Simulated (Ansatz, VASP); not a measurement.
Two plane-wave programs on InAs

Contents of INCAR:

```
SYSTEM = InAs
PREC = Accurate
ENCUT = 520
EDIFF = 1E-6
ISMEAR = 0
SIGMA = 0.15
LREAL = .False.
LASPH = .True.
NELM = 80
ALGO = Normal
ISIF = 2
LWAVE = .False.
LCHARG = .False.
GGA = PS
NBANDS = 16
```

KPOINTS

```
regular mesh
0
Gamma
  14 14 14
  0 0 0
```

Contents of POSCAR:

```
InAs
1.0
    0.0000000000      3.0240000000      2.8728000000
    3.0240000000      0.0000000000      2.8728000000
    3.0240000000      3.0240000000      0.0000000000
In As
1 1
Direct
    0.0000000000      0.0000000000      0.0000000000
    0.7500000000      0.7500000000      0.7500000000
```

Input for Ansatz:

```yaml
crystal:
  lattice:
    - [0.0, 3.024, 2.8728]
    - [3.024, 0.0, 2.8728]
    - [3.024, 3.024, 0.0]
  atoms:
    - { symbol: In, position: [0.0, 0.0, 0.0] }
    - { symbol: As, position: [0.75, 0.75, 0.75] }
basis:
  ecutwfc: 420
kpoints:
  mp_grid: { grid: [14, 14, 14] }
hamiltonian:
  xc: pbesol
scf:
  occupations: { method: gaussian, width: 0.15 }
output:
  forces: true
  stress: true
  eigenvalues: true
```

Change from the starting cell: strain +0.000 along x and y, -0.050 along z, atoms carried along.

Alike in both runs: task single point; functional PBEsol; k mesh 14 × 14 × 14; occupations gaussian, width 0.15 eV; no spin polarisation.

|  | VASP | Ansatz |
| --- | --- | --- |
| version | VASP 6.6.1 | Ansatz 0.2.0 |
| potentials or method | VASP PAW PBE potentials, release 64 (In_d, As), cutoff 520 eV | scalar-relativistic, plane waves, PAW |
| valence electrons in the cell | 18 | 28 |

Ansatz gave:

* gap on the k mesh at the Fermi level (eV): none
* pressure (GPa): 4.6
* traceless stress, the component that is largest in VASP (GPa): 0.96

Question: Estimate VASP's values.

Answer: gap on the k mesh at the Fermi level (eV): none; pressure (GPa): 4.7; traceless stress, the component that is largest in VASP (GPa): 0.96.

VASP's potentials were made for PBE, not for PBEsol. A gap of «none» marks a metal or a gap that the smearing closes. VASP's potentials hold 18 valence electrons a cell and Ansatz's 28, so a difference there can come from the potentials and not from the codes.
